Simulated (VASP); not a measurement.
# Ta in VASP: further runs, part 2 of 2

VASP 6.6.1. The steps go on from the part before.

## Step 4: Single point, r2SCAN (uniaxial strain along a: -4.0 %, then relaxed in part)

Input file POSCAR:

```
Ta
1.0
    3.1724781373      0.0000000000      0.0000000000
    0.0000000000      3.3607649409      0.0000000000
    0.0000000000      0.0000000000      3.3607649409
Ta
2
Direct
    0.0000000000      0.0000000000      0.0000000000
    0.5000000000      0.5000000000      0.5000000000
```

Input file INCAR.step1:

```
PREC = Accurate
ENCUT = 520
ISMEAR = 0
SIGMA = 0.1
LREAL = F
LASPH = T
NELM = 60
NBANDS = 18
GGA = PE
ALGO = Normal
EDIFF = 1E-4
LWAVE = T
LCHARG = F
```

Input file INCAR.step2:

```
PREC = Accurate
ENCUT = 520
EDIFF = 1E-6
ISMEAR = 0
SIGMA = 0.1
LREAL = F
LASPH = T
NELM = 60
ALGO = Normal
ISIF = 2
LWAVE = F
LCHARG = F
METAGGA = R2SCAN
LMIXTAU = T
NBANDS = 18
ISTART = 1
```

Input file KPOINTS:

```
regular mesh
0
Gamma
  16 16 16
```

Potentials or basis: VASP PAW PBE potentials, release 64 (Ta_pv).

On the command line:

```
> cat potpaw_PBE.64/Ta_pv/POTCAR > POTCAR
> cp INCAR.step1 INCAR
> mpirun -np 1 vasp_std > vasp.out
> cp INCAR.step2 INCAR
> mpirun -np 1 vasp_std > vasp.out
```

OUTCAR:

```text
PREC = Accurate
   ENCUT = 520
   EDIFF = 1E-6
   ISMEAR = 0
   LREAL = F
   LASPH = T
   NELM = 60
   ISIF = 2
   METAGGA = R2SCAN
   ISTART = 1

 ion  position               nearest neighbor table
   1  0.000  0.000  0.000-   2 2.86   2 2.86   2 2.86   2 2.86   2 2.86   2 2.86   2 2.86   2 2.86

   2  0.500  0.500  0.500-   1 2.86   1 2.86   1 2.86   1 2.86   1 2.86   1 2.86   1 2.86   1 2.86

  LATTYP: Found a simple tetragonal cell.
 ALAT       =     3.3607649409
 C/A-ratio  =     0.9439750155

  Lattice vectors:

 A1 = (   0.0000000000,   3.3607649409,   0.0000000000)
 A2 = (   0.0000000000,   0.0000000000,   3.3607649409)
 A3 = (   3.1724781373,   0.0000000000,   0.0000000000)

Analysis of symmetry for initial positions (statically):
=====================================================================
 Subroutine PRICEL returns following result:

  LATTYP: Found a body centered tetragonal cell.
 ALAT       =     3.3607649409
 C/A-ratio  =     0.9439750155
[... 175 lines left out ...]
 NGX is ok and might be reduce to    24
   NGX = 11   NGY = 13   NGZ = 13

 number of electron      21.9999995 magnetization

 Free energy of the ion-electron system (eV)
  ---------------------------------------------------
  ext. energy  EPLUGINS =         0.00000000
  ---------------------------------------------------
  free energy    TOTEN  =       -97.13608796 eV

  energy without entropy =      -97.12371082  energy(sigma->0) =      -97.12989939

 E-fermi :   5.3771     XC(G=0): -13.8013

 val. band max:        5.3741719615   @ k =   0.5000   0.3125   0.1250
 cond. band min:       5.3884009714   @ k =   0.2500   0.1250   0.1250
 fundamental gap:      0.0142290100
 Fermi energy:         5.3770538325

 k-point     1 :       0.0000    0.0000    0.0000
  band No.  band energies     occupation
      1     -29.7466      2.00000
      2     -29.7466      2.00000
      3     -29.5933      2.00000
      4     -28.8357      2.00000
      5     -28.8357      2.00000
      6     -28.8217      2.00000
[... 481 lines left out ...]
      5     -29.0415      2.00000
      6     -28.9401      2.00000
[... 10 lines left out ...]
     17      11.5637      0.00000
     18      12.5774      0.00000

 [... further k-points ...]
[... 5 lines left out ...]
  --------------------------------------------------------------------------------------
  -------------------------------------------------------------------------------------
  Total        1.4110370      0.1508858      0.1508858      0.0000000      0.0000000      0.0000000
  in kB       63.0919659      6.7465843      6.7465843      0.0000000      0.0000000      0.0000000
  external PRESSURE =      25.5283782 kB  Pullay stress =       0.0000000 kB

 VOLUME and BASIS-vectors are now :
 -----------------------------------------------------------------------------
  energy-cutoff  :      520.00
  volume of cell :       35.83
      direct lattice vectors                 reciprocal lattice vectors
     3.172478137  0.000000000  0.000000000     0.315210998  0.000000000  0.000000000
     0.000000000  3.360764941  0.000000000     0.000000000  0.297551307  0.000000000
     0.000000000  0.000000000  3.360764941     0.000000000  0.000000000  0.297551307

 POSITION                                       TOTAL-FORCE (eV/Angst)
 -----------------------------------------------------------------------------------
      0.00000      0.00000      0.00000         0.000000      0.000000      0.000000
      1.58624      1.68038      1.68038        -0.000000     -0.000000     -0.000000
 -----------------------------------------------------------------------------------
    total drift:                                0.000000      0.000000     -0.000000

  FREE ENERGIE OF THE ION-ELECTRON SYSTEM (eV)
  ---------------------------------------------------
  free  energy   TOTEN  =       -97.1360879614 eV

  energy  without entropy=      -97.1237108238  energy(sigma->0) =      -97.12989939
```

OUTCAR.step1:

```text
PREC = Accurate
   ENCUT = 520
   ISMEAR = 0
   LREAL = F
   LASPH = T
[... 747 lines left out ...]
 -----------------------------------------------------------------------------------
      0.00000      0.00000      0.00000         0.000000      0.000000      0.000000
      1.58624      1.68038      1.68038         0.000000      0.000000     -0.000000
 -----------------------------------------------------------------------------------
    total drift:                                0.000000      0.000000     -0.000000

  FREE ENERGIE OF THE ION-ELECTRON SYSTEM (eV)
  ---------------------------------------------------
  free  energy   TOTEN  =       -23.5937402132 eV

  energy  without entropy=      -23.5796976067  energy(sigma->0) =      -23.58671891
```

OSZICAR.step1:

```text
N       E                     dE             d eps       ncg     rms          rms(c)
DAV:   1     0.170129705109E+03    0.17013E+03   -0.12508E+04 14580   0.126E+03
DAV:   2    -0.202702304732E+02   -0.19040E+03   -0.18699E+03 18194   0.357E+02
DAV:   3    -0.244756085983E+02   -0.42054E+01   -0.41454E+01 17092   0.501E+01
DAV:   4    -0.245058123181E+02   -0.30204E-01   -0.30147E-01 16238   0.445E+00
DAV:   5    -0.245060330005E+02   -0.22068E-03   -0.22067E-03 16062   0.362E-01    0.193E+01
DAV:   6    -0.238081853126E+02    0.69785E+00   -0.72629E-01 16118   0.764E+00    0.947E+00
DAV:   7    -0.235960692245E+02    0.21212E+00   -0.62976E-01 16550   0.675E+00    0.526E-01
DAV:   8    -0.235938255313E+02    0.22437E-02   -0.11626E-02 16200   0.962E-01    0.169E-01
DAV:   9    -0.235937402132E+02    0.85318E-04   -0.36062E-04 15666   0.178E-01
   1 F= -.23593740E+02 E0= -.23586719E+02  d E =-.140426E-01
```

Run time: 9.3 min. Hardware: 1 thread of Oxide Virtual Turin-like, shared host; peak memory 0.3 GiB.

What came out:

```yaml
Free_energy: -97.1361 eV
Pressure: 2.6 GPa
Band_gap_on_the_k_mesh: zero (bands 11 and 12 overlap by 2.91 eV)
```

Stress tensor (GPa, compression positive):
```
6.31 0.00 0.00
0.00 0.67 0.00
0.00 0.00 0.67
```

Levels at points of the mesh, in eV from the Fermi level:
| k point | band 9 | band 10 | band 11 | band 12 | band 13 | band 14 |
| --- | --- | --- | --- | --- | --- | --- |
| (0.00, 0.00, 0.00) | -3.91 | 0.32 | 1.14 | 1.14 | 3.74 | 4.87 |
| (0.50, 0.00, 0.00) | -0.76 | -0.76 | 1.02 | 1.02 | 1.02 | 1.02 |
| (0.00, 0.50, 0.00) | -1.02 | -1.02 | 1.17 | 1.17 | 1.83 | 1.83 |
| (0.50, 0.50, 0.00) | -1.85 | -1.85 | 1.65 | 1.65 | 4.33 | 4.33 |
| (0.00, 0.50, 0.50) | -1.01 | -1.01 | 1.19 | 1.19 | 3.51 | 3.51 |
| (0.50, 0.50, 0.50) | -1.48 | -1.48 | -1.12 | -1.12 | 5.23 | 5.23 |

Caveat: the cell differs from its parent crystal (uniaxial strain along a: -4.0 %, then relaxed in part); the stress differs along the axes, from 1 to 6 GPa; the PAW data sets were made with another functional, which shifts forces and pressure a little; spin-orbit coupling is left out, which moves the levels of the heavy elements.

## Step 5: Single point, r2SCAN (uniaxial strain along a: -2.0 %, then relaxed in part)

Input file POSCAR:

```
Ta
1.0
    3.2385714318      0.0000000000      0.0000000000
    0.0000000000      3.3315230002      0.0000000000
    0.0000000000      0.0000000000      3.3315230002
Ta
2
Direct
    0.0000000000      0.0000000000      0.0000000000
    0.5000000000      0.5000000000      0.5000000000
```

Input file INCAR.step1:

```
SYSTEM = Ta
ALGO = Normal
EDIFF = 1E-4
ENCUT = 520
GGA = PE
ISMEAR = 0
LASPH = .TRUE.
LCHARG = .FALSE.
LREAL = .FALSE.
LWAVE = .TRUE.
NBANDS = 18
NELM = 80
PREC = Accurate
SIGMA = 0.1
```

Input file INCAR.step2:

```
SYSTEM = Ta
ALGO = Normal
EDIFF = 1E-6
ENCUT = 520
ISIF = 2
ISMEAR = 0
ISTART = 1
LASPH = .TRUE.
LCHARG = .TRUE.
LELF = .TRUE.
LMIXTAU = .TRUE.
LREAL = .FALSE.
LVHAR = .TRUE.
LWAVE = .FALSE.
METAGGA = R2SCAN
NBANDS = 18
NELM = 80
PREC = Accurate
SIGMA = 0.1
```

Input file KPOINTS:

```
k-points
0
G
  16 16 16
  0 0 0
```

Potentials or basis: VASP PAW PBE potentials, release 64 (Ta_pv).

On the command line:

```
> cat potpaw_PBE.64/Ta_pv/POTCAR > POTCAR
> cp INCAR.step1 INCAR
> mpirun -np 1 vasp_std > vasp.out
> cp INCAR.step2 INCAR
> mpirun -np 1 vasp_std > vasp.out
```

OUTCAR:

```text
SYSTEM = Ta
   EDIFF = 1E-6
   ENCUT = 520
   ISIF = 2
   ISMEAR = 0
   ISTART = 1
   LASPH = .TRUE.
   LREAL = .FALSE.
   METAGGA = R2SCAN
   NELM = 80
   PREC = Accurate

 ion  position               nearest neighbor table
   1  0.000  0.000  0.000-   2 2.86   2 2.86   2 2.86   2 2.86   2 2.86   2 2.86   2 2.86   2 2.86

   2  0.500  0.500  0.500-   1 2.86   1 2.86   1 2.86   1 2.86   1 2.86   1 2.86   1 2.86   1 2.86

  LATTYP: Found a simple tetragonal cell.
 ALAT       =     3.3315230002
 C/A-ratio  =     0.9720993767

  Lattice vectors:

 A1 = (   0.0000000000,   3.3315230002,   0.0000000000)
 A2 = (   0.0000000000,   0.0000000000,   3.3315230002)
 A3 = (   3.2385714318,   0.0000000000,   0.0000000000)

Analysis of symmetry for initial positions (statically):
=====================================================================
 Subroutine PRICEL returns following result:

  LATTYP: Found a body centered tetragonal cell.
 ALAT       =     3.3315230002
 C/A-ratio  =     0.9720993767

  Lattice vectors:

 A1 = (  -1.6192857159,   1.6657615001,   1.6657615001)
 A2 = (  -1.6192857159,  -1.6657615001,  -1.6657615001)
 A3 = (   1.6192857159,  -1.6657615001,   1.6657615001)

   2 primitive cells build up your supercell.

 Routine SETGRP: Setting up the symmetry group for a
 simple tetragonal supercell.

 Subroutine GETGRP returns: Found 16 space group operations
 (whereof 16 operations were pure point group operations)
 out of a pool of 16 trial point group operations.

The static configuration has the point symmetry D_4h.

Analysis of symmetry for dynamics (positions and initial velocities):
=====================================================================
 Subroutine PRICEL returns following result:

  LATTYP: Found a body centered tetragonal cell.
 ALAT       =     3.3315230002
 C/A-ratio  =     0.9720993767

  Lattice vectors:

 A1 = (  -1.6192857159,   1.6657615001,   1.6657615001)
[... 120 lines left out ...]
   PSTRESS=    0.0 pullay stress
   NELECT =      22.0000    total number of electrons
   NUPDOWN=      -1.0000    fix difference up-down
   EMIN   =  10.00;   EMAX   =-10.00  energy-range for DOS
   EFERMI =   0.00;   METHOD = LEGACY
   ISMEAR =     0;   SIGMA  =   0.10  broadening in eV -4-tet -1-fermi 0-gaus
   EFERMI_NEDOS =   21; number of points for ismear=-14 and -15
   IALGO  =     38    algorithm
   IMIX   =      4    mixing-type and parameters
     AMIX     =   0.40;   BMIX     =  1.00
     AMIX_MAG =   1.60;   BMIX_MAG =  1.00
  volume/ion in A,a.u.               =      17.97       121.28
  Fermi-wavevector in a.u.,A,eV,Ry     =   1.389961  2.626646 26.286350  1.931992
  Thomas-Fermi vector in A             =   2.513942
   LORBIT       =      0    0 simple, 1 ext, 2 COOP (PROOUT), +10 PAW based schemes
   METAGGA = R2SCAN    functional components
   LHFCALC =     F    Hartree Fock is set to
   AEXX    =    0.0000 exact exchange contribution
   IVDW    =     0    specifies the selected vdW correction
   LEPSILON=     F    determine dielectric tensor
   LRPA    =     F    only Hartree local field effects (RPA)
 non-spin polarized calculation
 Gauss-broadening in eV      SIGMA  =   0.10
  energy-cutoff  :      520.00
  volume of cell :       35.95
 maximum number of plane-waves:      1000
   NGX = 13   NGY = 13   NGZ = 13

 number of electron      21.9999999 magnetization

 Free energy of the ion-electron system (eV)
  ---------------------------------------------------
  ext. energy  EPLUGINS =         0.00000000
  ---------------------------------------------------
  free energy    TOTEN  =       -97.15669737 eV

  energy without entropy =      -97.14362540  energy(sigma->0) =      -97.15016138

 E-fermi :   5.3353     XC(G=0): -13.7841

 val. band max:        5.3326261459   @ k =   0.3750   0.1875   0.1250
 cond. band min:       5.3357146277   @ k =   0.0000   0.4375   0.3125
 fundamental gap:      0.0030884818
 Fermi energy:         5.3352562705

 k-point     1 :       0.0000    0.0000    0.0000
  band No.  band energies     occupation
      1     -29.7571      2.00000
      2     -29.7571      2.00000
      3     -29.6823      2.00000
      4     -28.8747      2.00000
      5     -28.8747      2.00000
      6     -28.8684      2.00000
[... 481 lines left out ...]
      5     -29.0776      2.00000
      6     -28.9706      2.00000
[... 10 lines left out ...]
     17      11.5726      0.00000
     18      12.1844      0.00000

 [... further k-points ...]
[... 5 lines left out ...]
  --------------------------------------------------------------------------------------
  -------------------------------------------------------------------------------------
  Total        0.8308684      0.1461768      0.1461768      0.0000000      0.0000000      0.0000000
  in kB       37.0342632      6.5155344      6.5155344      0.0000000      0.0000000      0.0000000
  external PRESSURE =      16.6884440 kB  Pullay stress =       0.0000000 kB

 VOLUME and BASIS-vectors are now :
 -----------------------------------------------------------------------------
  energy-cutoff  :      520.00
  volume of cell :       35.95
      direct lattice vectors                 reciprocal lattice vectors
     3.238571432  0.000000000  0.000000000     0.308778121  0.000000000  0.000000000
     0.000000000  3.331523000  0.000000000     0.000000000  0.300163019  0.000000000
     0.000000000  0.000000000  3.331523000     0.000000000  0.000000000  0.300163019

 POSITION                                       TOTAL-FORCE (eV/Angst)
 -----------------------------------------------------------------------------------
      0.00000      0.00000      0.00000        -0.000000     -0.000000     -0.000000
      1.61929      1.66576      1.66576         0.000000      0.000000      0.000000
 -----------------------------------------------------------------------------------
    total drift:                                0.000000      0.000000     -0.000000

  FREE ENERGIE OF THE ION-ELECTRON SYSTEM (eV)
  ---------------------------------------------------
  free  energy   TOTEN  =       -97.1566973668 eV

  energy  without entropy=      -97.1436254006  energy(sigma->0) =      -97.15016138
```

OUTCAR.step1:

```text
SYSTEM = Ta
   EDIFF = 1E-4
   ENCUT = 520
   GGA = PE
   ISMEAR = 0
   LASPH = .TRUE.
   LREAL = .FALSE.
[... 746 lines left out ...]
      0.00000      0.00000      0.00000        -0.000000      0.000000      0.000000
      1.61929      1.66576      1.66576         0.000000     -0.000000     -0.000000
 -----------------------------------------------------------------------------------
    total drift:                                0.000000      0.000000     -0.000000

  FREE ENERGIE OF THE ION-ELECTRON SYSTEM (eV)
  ---------------------------------------------------
  free  energy   TOTEN  =       -23.6164020142 eV

  energy  without entropy=      -23.6023864825  energy(sigma->0) =      -23.60939425
```

Wall time 14 min (1 thread of Oxide Virtual Turin-like, shared host); peak memory 0.29 GiB.

What came out:

```
Free energy            : -97.1567 eV
Pressure               : 1.7 GPa
Band gap on the k mesh : zero (bands 11 and 12 overlap by 2.79 eV)
```

Levels at points of the mesh, in eV from the Fermi level:
```csv
k point,band 7,band 8,band 9,band 10,band 11,band 12,band 13,band 14,band 15,band 16
"(0.00, 0.00, 0.00)",-8.33,-3.99,-3.91,0.59,0.99,0.99,4.07,4.60,7.11,7.11
"(0.50, 0.00, 0.00)",-3.80,-3.80,-0.83,-0.83,1.19,1.19,1.19,1.19,3.28,3.28
"(0.00, 0.50, 0.00)",-4.00,-4.00,-0.95,-0.95,1.27,1.27,1.59,1.59,3.49,3.49
"(0.50, 0.50, 0.00)",-4.55,-4.55,-1.70,-1.70,1.56,1.56,4.33,4.33,5.43,5.43
"(0.00, 0.50, 0.50)",-4.58,-4.58,-1.29,-1.29,1.34,1.34,3.87,3.87,5.13,5.13
"(0.50, 0.50, 0.50)",-1.40,-1.40,-1.40,-1.40,-1.22,-1.22,5.34,5.34,5.54,5.54
```

Caveat: the cell differs from its parent crystal (uniaxial strain along a: -2.0 %, then relaxed in part); the PAW data sets were made with another functional, which shifts forces and pressure a little; spin-orbit coupling is left out, which moves the levels of the heavy elements.

## Step 6: Overview

```csv
cell,gap on the mesh (eV),pressure (GPa)
"a = 3.305 Å, 2 atoms",none,0.8
"a = 3.239, b = 3.239, c = 3.344 Å, 2 atoms",none,7.1
"a = 3.172, b = 3.361, c = 3.361 Å, 2 atoms",none,2.6
"a = 3.239, b = 3.332, c = 3.332 Å, 2 atoms",none,1.7
```

Alike in all rows: task single point; level r2SCAN; potentials or basis VASP PAW PBE potentials, release 64 (Ta_pv); no spin polarisation; k mesh 16 × 16 × 16; cutoff (eV) 520; smearing gaussian 0.1 eV.

Caveats: the PAW data sets were made with another functional, which shifts forces and pressure a little; spin-orbit coupling is left out, which moves the levels of the heavy elements; the cell stands under pressure (at least some runs); the stress differs along the axes, from 1 to 6 GPa (at least some runs).

Absolute energies hang on the potentials; compare differences alone.
